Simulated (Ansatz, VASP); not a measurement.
# Two plane-wave programs on HC12

```
C H
1.0
     4.93116    0.00000    0.00000
     0.00000    4.00987    0.00000
     0.00000    0.00000   21.60142
C H
12 1
Direct
  0.25000 0.37770 0.18517
  0.75000 0.37770 0.18517
  0.00000 0.47208 0.21304
  0.50000 0.47208 0.21304
  0.00000 0.66096 0.26881
  0.50000 0.66096 0.26881
  0.25000 0.75037 0.29625
  0.75000 0.75037 0.29625
  0.25000 0.94129 0.35527
  0.75000 0.94129 0.35527
  0.00000 0.02343 0.37967
  0.50000 0.02343 0.37967
  0.08333 0.85676 0.52318
```

Alike in both runs: task single point; functional PBE; dispersion D3(BJ); k mesh 6 × 7 × 1; occupations gaussian, width 0.05 eV; collinear spin.

|  | VASP | Ansatz |
| --- | --- | --- |
| version | VASP 6.6.1 | Ansatz 0.2.0 |
| potentials or method | VASP PAW PBE potentials, release 64 (C, H), cutoff 520 eV | scalar-relativistic, plane waves, PAW |
| valence electrons in the cell | 49 | 49 |

|  | VASP | Ansatz | Ansatz less VASP |
| --- | --- | --- | --- |
| rms of the force components (eV/Å) | 0.878 | 1.065 | +0.1869 |
| net moment per atom (μB) | 0.08 | 0.08 | -0.004 |
| size of the moment on the site where the two differ most (μB) | 0.37 | 0.88 | +0.504 |

Site moments also hang on the region over which each program counts them. Atom by atom the forces differ by 0.382 eV/Å (rms over components).
